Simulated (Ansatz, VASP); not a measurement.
Two plane-wave programs on Ir

Contents of INCAR:

```
ALGO = Normal
EDIFF = 1E-6
ENCUT = 520
GGA = RP
ISIF = 2
ISMEAR = -1
LASPH = True
LCHARG = False
LREAL = False
LWAVE = False
NBANDS = 26
NELM = 100
PREC = Accurate
SIGMA = 0.1
```

KPOINTS

```
k-points
0
Gamma
  15 15 4
```

POSCAR

```
Ir
1.0
    2.8563877399      0.0000000000      0.0000000000
   -1.4281938700      2.4737043458      0.0000000000
    0.0000000000      0.0000000000      9.3313004722
Ir
4
Direct
    1.0000000000      1.0000000000      1.0000000000
    1.0000000000      1.0000000000      0.5000000000
    0.3333333333      0.6666666667      0.2500000000
    0.6666666667      0.3333333333      0.7500000000
```

Input for Ansatz:

```yaml
crystal:
  lattice:
    - [2.8563877399, 0.0, 0.0]
    - [-1.42819387, 2.4737043458, 0.0]
    - [0.0, 0.0, 9.3313004722]
  atoms:
    - { symbol: Ir, position: [1.0, 1.0, 1.0] }
    - { symbol: Ir, position: [1.0, 1.0, 0.5] }
    - { symbol: Ir, position: [0.3333333333, 0.6666666667, 0.25] }
    - { symbol: Ir, position: [0.6666666667, 0.3333333333, 0.75] }
hamiltonian:
  xc: rpbe
  pseudopotentials:
    kind: paw
    azcp:
      Ir: "pseudopotentials/Ir.paw.azcp"
basis:
  ecutwfc: 420
  fft_grid_basis: typed
kpoints:
  mp_grid: { grid: [15, 15, 4], shift: [0, 0, 0] }
magnetization:
  spin_polarized: false
scf:
  occupations: { method: fermi_dirac, width: 0.1 }
  lower_state_search: "off"
output:
  stress: true
```

Alike in both runs: task single point; functional RPBE; k mesh 15 × 15 × 4; occupations fermi-dirac, width 0.1 eV; no spin polarisation.

|  | VASP | Ansatz |
| --- | --- | --- |
| version | VASP 6.6.1 | Ansatz 0.2.0 |
| potentials or method | VASP PAW PBE potentials, release 64 (Ir), cutoff 520 eV | plane waves (420 eV) with PAW, scalar-relativistic |
| valence electrons in the cell | 36 | 68 |

|  | VASP | Ansatz | Ansatz less VASP |
| --- | --- | --- | --- |
| pressure (GPa) | -27.6 | -27.7 | -0.19 |
| traceless stress, the component that is largest in VASP (GPa) | -0.10 | -0.12 | -0.015 |

VASP's potentials were made for PBE, not for RPBE. The functional is the same, so the differences come from potentials, cutoffs and numerics. VASP's potentials hold 36 valence electrons a cell and Ansatz's 68, so a difference there can come from the potentials and not from the codes.

Neither program's run includes spin-orbit coupling.
